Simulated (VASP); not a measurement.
A run of VASP 6.6.1:

The input INCAR:

```
SYSTEM = Co
ALGO = Fast ; EDIFF = 1E-7
ENCUT = 520 ; GGA = CA
ISIF = 2 ; ISMEAR = 0
ISPIN = 2 ; LASPH = .TRUE.
LCHARG = .TRUE. ; LELF = .TRUE.
LMAXMIX = 4 ; LORBIT = 11
LREAL = .FALSE. ; LVHAR = .TRUE.
LWAVE = .FALSE. ; MAGMOM = 1.1 1.1
NBANDS = 20 ; NELM = 150
NUPDOWN = 2.2 ; PREC = Accurate
SIGMA = 0.15
```

Contents of KPOINTS:

```
k-points
0
G
  24 24 12
  0 0 0
```

Contents of POSCAR:

```
Co
1.0
    2.6163140353      0.0000000000      0.0000000000
   -1.3081570176      2.2657944189      0.0000000000
    0.0000000000      0.0000000000      4.2202892192
Co
2
Direct
    0.6666666667      0.3333333333      0.2500000000
    0.3333333333      0.6666666667      0.7500000000
```

Potentials or basis: VASP PAW LDA potentials, release 64 (Co).

Launch:

```bash
$ cat potpaw_LDA.64/Co/POTCAR > POTCAR
$ mpirun -np 1 vasp_std > vasp.out
```

Hardware: 1 thread of Intel Xeon 8259CL, on a shared host.

Q: Estimate the wall time of this run.

A: Wall time 9.7 min on 1 thread of Intel Xeon 8259CL, with other jobs on the host, peak memory 0.37 GiB. Counts: scf iterations 15, k points 427.
